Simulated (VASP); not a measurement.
ScW: single point with PBE

Crystal: ScW.

```
Sc W
1.0
     2.93862    0.00000    0.00000
    -1.46931    2.54492    0.00000
     0.00000    0.00000    4.94859
Sc W
1 1
Cartesian
  0.0000 1.6966 0.0000
  1.4693 0.8483 2.4743
```

The cell was generated, and may not be a known phase.

| Quantity | Value |
| --- | --- |
| Program | VASP 6.6.1 |
| Task | single point |
| Functional | PBE |
| Potentials or basis | VASP PAW PBE potentials, release 64 (Sc_sv, W_sv) |
| Cutoff | 500 eV |
| k mesh | 8 × 8 × 4 |
| Occupations | gaussian, width 0.2 eV |
| Spin | no spin polarisation |
| Dipole correction | no |
| Further INCAR settings | ALGO = Normal; EDIFF = 1e-06; NBANDS = 20 |

```yaml
Pressure: 0.1 GPa
Band_gap_on_the_k_mesh: zero (an odd number of electrons rules out a gap without spin polarisation)
```

Stress tensor (GPa, compression positive):
```
-0.14  0.00  0.00
 0.00 -0.14  0.00
 0.00  0.00  0.44
```

Levels at points of the mesh, in eV from the Fermi level:
| k point | band 10 | band 11 | band 12 | band 13 | band 14 | band 15 |
| --- | --- | --- | --- | --- | --- | --- |
| (0.00, 0.00, 0.00) | -3.82 | -0.14 | -0.14 | 0.27 | 0.53 | 1.95 |
| (0.50, 0.00, 0.00) | -2.94 | -2.45 | -0.63 | 0.43 | 0.45 | 1.13 |
| (0.00, 0.00, 0.50) | -4.17 | -1.49 | -0.24 | -0.24 | 0.45 | 1.21 |
| (0.50, 0.00, 0.50) | -3.50 | -1.92 | -0.82 | 1.03 | 1.30 | 1.75 |

Run time: 18 s on 1 thread of Intel Xeon 8259CL (shared host), peak memory 0.17 GiB.

Caveat: spin-orbit coupling is left out, which moves the levels of the heavy elements.
